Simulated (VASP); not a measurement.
Input of a VASP 6.6.1 run:

File INCAR:

```
PREC = Accurate ; ENCUT = 520
EDIFF = 1E-6 ; ISMEAR = 0
SIGMA = 0.2 ; LREAL = False
LASPH = True ; NELM = 80
ALGO = Normal ; ISIF = 2
LWAVE = False ; LCHARG = False
GGA = PE ; NBANDS = 12
```

File KPOINTS:

```
regular mesh
0
Gamma
  7 7 4
```

The input POSCAR:

```
Mg2O
1.0
    3.0925387620      0.0000000000      0.0000000000
   -1.5462693810      2.6782171301      0.0000000000
    0.0000000000      0.0000000000      4.9954625179
Mg O
2 1
Direct
    0.3333333333      0.6666666667      0.2476150680
    0.6666666667      0.3333333333      0.7523849320
    0.0000000000      0.0000000000      0.0000000000
```

Potentials or basis: VASP PAW PBE potentials, release 64 (Mg, O).

The run is started by

```sh
$ cat potpaw_PBE.64/Mg/POTCAR potpaw_PBE.64/O/POTCAR > POTCAR
$ mpirun -np 1 vasp_std > vasp.out
```

Q: Estimate the largest force.

A: 0.009 eV/Å.

Q: What does it give for the pressure?

A: 0.0 GPa.

Q: What does it give for the band gap on the k mesh?

A: Zero (bands 5 and 6 overlap by 0.48 eV).

Forces in eV/Å, atoms in the order of the input:
```
Mg   0.000  0.000 -0.009
Mg   0.000  0.000  0.009
O    0.000  0.000  0.000
```

Caveat: semilocal functionals underestimate gaps, so a narrow gap can read as zero.
